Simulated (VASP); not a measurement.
Runs of VASP 6.6.1 on MgS (sol). The structure is that of space group F-43m (No. 216), or close to it. The cells are those of the table. 

```tsv
task	cell	smearing	gap on the mesh (eV)	pressure (GPa)
relaxation of cell and atoms	relaxed from a = 3.974 Å, angles 60.0°, 2 atoms	gaussian 0.02 eV	(a)	0.0
single point	a = 3.996 Å, angles 60.0°, 2 atoms	gaussian 0.01 eV	3.32	-0.1
single point	a = 3.996 Å, angles 60.0°, 2 atoms	gaussian 0.02 eV	3.32	-0.1
single point	a = 3.974 Å, angles 60.0°, 2 atoms	gaussian 0.1 eV	3.40	1.0
```

Alike in all rows: level PBEsol; potentials or basis VASP PAW PBE potentials, release 64 (Mg, S); no spin polarisation; k mesh 6 × 6 × 6; cutoff (eV) 600.

Fill in the values left out.

(a) 3.33.

Caveats: the PAW data sets were made with another functional, which shifts forces and pressure a little.

A k mesh can miss the band edges.
